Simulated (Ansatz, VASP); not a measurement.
# Two plane-wave programs on Au

```
Au
1.0
     0.00000    2.06199    2.06199
     2.06199    0.00000    2.06199
     2.06199    2.06199    0.00000
Au
1
Direct
  0.00000 0.00000 0.00000
```

Alike in both runs: functional r2SCAN; k mesh 16 × 16 × 16; occupations fermi-dirac, width 0.05 eV; no spin polarisation.

Ansatz relaxed the structure, and its values are those at the end. VASP's run is a single point on that final structure, the one shown.

```csv
,VASP,Ansatz
version,VASP 6.6.1,Ansatz 0.2.0
potentials or method,"VASP PAW PBE potentials, release 64 (Au)","PAW with Ansatz's default frozen-core files, scalar-relativistic"
plane-wave cutoff (eV),520,500
valence electrons in the cell,11,19
```

|  | VASP | Ansatz | Ansatz less VASP |
| --- | --- | --- | --- |
| pressure (GPa) | 0.3 | 0.0 | -0.26 |

VASP's potentials were made for PBE, not for r2SCAN. With one functional, cell and mesh, what is left measures potentials, basis and numerics. VASP's potentials hold 11 valence electrons a cell and Ansatz's 19, so a difference there can come from the potentials and not from the codes.

Spin-orbit coupling is off throughout.
